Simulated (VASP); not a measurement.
A run of VASP 6.6.1 is set up as follows.

Contents of INCAR:

```
SYSTEM = Al2Cu
ALGO = Fast
EDIFF = 1E-6
ENCUT = 520
GGA = PE
ISIF = 2
ISMEAR = 0
LASPH = .True.
LCHARG = .False.
LREAL = .False.
LWAVE = .False.
NBANDS = 26
NELM = 80
PREC = Accurate
SIGMA = 0.15
```

The input KPOINTS:

```
k-points
0
Gamma
  14 14 14
  0 0 0
```

File POSCAR:

```
Al2Cu
1.0
   -2.8477527604      2.8477527604      2.7571799929
    2.8477527604     -2.8477527604      2.7571799929
    2.8477527604      2.8477527604     -2.7571799929
Al Cu
4 2
Direct
    0.1587211841      0.6587211841      0.8174423682
    0.6587211841      0.8412788159      0.5000000000
    0.8412788159      0.3412788159      0.1825576318
    0.3412788159      0.1587211841      0.5000000000
    0.7500000000      0.7500000000      0.0000000000
    0.2500000000      0.2500000000      0.0000000000
```

Potentials or basis: VASP PAW PBE potentials, release 64 (Al, Cu).

Command:

```sh
$ cat potpaw_PBE.64/Al/POTCAR potpaw_PBE.64/Cu/POTCAR > POTCAR
$ mpirun -np 1 vasp_std > vasp.out
```

(1) Predict the band gap on the k mesh.

(2) Estimate the largest force.

(3) Estimate the pressure.

Answers

(1) zero (bands 17 and 18 overlap by 2.92 eV).

(2) 0.702 eV/Å.

(3) 2.4 GPa.
